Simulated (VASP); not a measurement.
## Si8S: single point with PBE+D3(BJ)

Si8S, a slab with vacuum:

```
Si S
1.0
     3.81552    0.00000    0.00000
     0.00000    6.31294    0.00000
     0.00000    0.00000   21.23187
Si S
8 1
Direct
  0.00000 0.93690 0.18840
  0.00000 0.56310 0.18840
  0.50000 0.43690 0.24027
  0.50000 0.06310 0.24027
  0.50000 0.93327 0.34466
  0.50000 0.56673 0.34466
  0.00000 0.42663 0.38771
  0.00000 0.07337 0.38771
  0.00000 0.09330 0.52901
```

```json
{"Program": "VASP 6.6.1", "Task": "single point", "Functional": "PBE", "Dispersion": "D3(BJ)", "Potentials or basis": "VASP PAW PBE potentials, release 64 (Si, S)", "Cutoff": "520 eV", "k mesh": "7 × 4 × 1", "Occupations": "gaussian, width 0.05 eV", "Spin": "collinear spin", "Starting moments": "[0.0, 0.0, 0.0, 0.0, 0.0, 0.0, 0.0, 0.0, 2.0] μB"}
```

```json
{
  "Largest force": "2.073 eV/Å",
  "Net moment": "0.78 μB per cell",
  "Site moments": "Si +0.00, -0.01, -0.00, -0.06, -0.02 (each value once); S +0.66 μB",
  "Valence electrons inside the program's atomic spheres": "Si 1.64, 1.67, 1.71, 1.69, 1.65 (each value once); S 3.49",
  "Dispersion energy per atom": "-0.251 eV"
}
```

Forces on the atoms (eV/Å):
```
Si   0.000 -0.702  0.543
Si   0.000  0.726  0.535
Si   0.000 -0.048 -0.621
Si   0.000 -0.008 -0.528
Si   0.000 -0.200 -0.139
Si   0.000  0.120  0.072
Si   0.000  0.455  0.294
Si   0.000 -0.421  1.916
S    0.000  0.079 -2.072
```

Levels at points of the mesh, in eV from the Fermi level:
Spin up:
```tsv
k point	band 15	band 16	band 17	band 18	band 19	band 20	band 21	band 22	band 23	band 24
(0.00, 0.00, 0.00)	-1.08	-0.99	-0.52	-0.17	-0.07	0.29	0.67	1.35	1.78	2.41
(0.00, 0.50, 0.00)	-1.32	-1.08	-1.02	-0.81	-0.29	-0.13	0.95	1.40	1.95	2.14
```
Spin down:
| k point | band 14 | band 15 | band 16 | band 17 | band 18 | band 19 | band 20 | band 21 | band 22 | band 23 |
| --- | --- | --- | --- | --- | --- | --- | --- | --- | --- | --- |
| (0.00, 0.00, 0.00) | -1.14 | -1.09 | -0.59 | -0.11 | -0.03 | 0.29 | 0.72 | 0.99 | 1.31 | 1.77 |
| (0.00, 0.50, 0.00) | -1.74 | -1.09 | -1.08 | -1.03 | -0.29 | 0.04 | 0.95 | 1.00 | 1.40 | 1.88 |

Run time: 11 min on 1 thread of Intel(R) Xeon(R) Platinum 8488C (Sapphire Rapids), with other jobs on the host, peak memory 0.82 GiB.
